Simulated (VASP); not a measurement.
Here is a VASP 6.6.1 calculation.

The input INCAR:

```
  PREC = Accurate
  ENCUT = 520
  EDIFF = 1E-7
  ISMEAR = 0
  SIGMA = 0.011
  LREAL = False
  LASPH = True
  NELM = 60
  ALGO = Normal
  ISIF = 2
  LWAVE = False
  LCHARG = False
  GGA = PE
  NBANDS = 16
```

File KPOINTS:

```
regular mesh
0
Gamma
  10 10 8
```

POSCAR

```
TiB2
1.0
    3.0292000000      0.0000000000      0.0000000000
   -1.5146000000      2.6233641531      0.0000000000
    0.0000000000      0.0000000000      3.2284000000
Ti B
1 2
Direct
    0.0000000000      0.0000000000      0.0000000000
    0.6666666667      0.3333333333      0.5000000000
    0.3333333333      0.6666666667      0.5000000000
```

Potentials or basis: VASP PAW PBE potentials, release 64 (Ti_sv, B).

The run is started by

```bash
$ cat potpaw_PBE.64/Ti_sv/POTCAR potpaw_PBE.64/B/POTCAR > POTCAR
$ mpirun -np 1 vasp_std > vasp.out
```

**Question.** Predict the pressure.

**Answer.** 0.5 GPa.

**Question.** Estimate the band gap on the k mesh.

**Answer.** Zero (band 9 reaches 10.39 eV, above the bottom of band 10 at 9.82 eV).
